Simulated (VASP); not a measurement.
Here is a VASP 6.6.1 calculation.

Contents of INCAR:

```
SYSTEM = SiH7C16
  PREC = Accurate
  ENCUT = 520
  EDIFF = 1E-6
  ISMEAR = -1
  SIGMA = 0.05
  LREAL = .FALSE.
  LASPH = .TRUE.
  NELM = 200
  ALGO = Normal
  ISIF = 2
  LWAVE = .FALSE.
  LCHARG = .TRUE.
  ISPIN = 2
  MAGMOM = 0 0 0 0 0 0 0 0 0 0 0 0 0 0 0 0 0 0 0 0 0 0 0 1
  LORBIT = 11
  GGA = PE
  LELF = .TRUE.
  LVHAR = .TRUE.
  NBANDS = 60
  GGA_COMPAT = .FALSE.
  NELMDL = -8
```

Contents of KPOINTS:

```
regular mesh
0
G
  2 2 1
  0 0 0
```

POSCAR

```
SiH7C16
1.0
    5.0487420000      0.0000000000      0.0000000000
    2.5243710000      4.3723390000      0.0000000000
    0.0000000000      0.0000000000     16.6764260000
H C Si
7 16 1
Direct
    0.1666721879      0.1666613682      0.0599648870
    0.6666779319      0.1666613682      0.0599648870
    0.1666715721      0.6666683439      0.0599648870
    0.6666575092      0.6666683439      0.0599648870
    0.7097465581     -0.2802390208      0.4029700369
    0.5240378659      0.2382248952      0.4121686505
    0.1757292106      0.0453532995      0.4065919160
    0.1666721879      0.1666613682      0.1259262626
    0.6666779319      0.1666613682      0.1259262626
    0.1666715721      0.6666683439      0.1259262626
    0.6666575092      0.6666683439      0.1259262626
   -0.1666613682      0.3333227364      0.1568261689
    0.3333443758      0.3333227364      0.1568261689
   -0.1666619840      0.8333297121      0.1568261689
    0.3333437600      0.8333297121      0.1568261689
   -0.1654819258      0.3328653153      0.2558461867
    0.3289816496      0.3370964603      0.2460179417
   -0.1760037372      0.8347019753      0.2480747374
    0.3277703056      0.8315228988      0.2473791447
   -0.0070713317     -0.0054661818      0.2639234570
    0.5002793167      0.0018296843      0.2794063908
   -0.0017406780      0.5043982180      0.2614169247
    0.5007940184      0.4968050282      0.2619626052
    0.4570831907      0.0211557247      0.3709967591
```

Potentials or basis: VASP PAW PBE potentials, release 64 (H, C, Si).

Launch:

```bash
$ cat potpaw_PBE.64/H/POTCAR potpaw_PBE.64/C/POTCAR potpaw_PBE.64/Si/POTCAR > POTCAR
$ mpirun -np 1 vasp_std > vasp.out
```

(1) What does it give for the net moment?

(2) Estimate the band gap on the k mesh.

Results:

(1) 0.99 μB per cell.

(2) 0.38 eV (least direct gap 0.64 eV).

Caveat: the k points lie up to 0.72 Å⁻¹ apart; there is no dipole correction, which matters where the two faces differ.
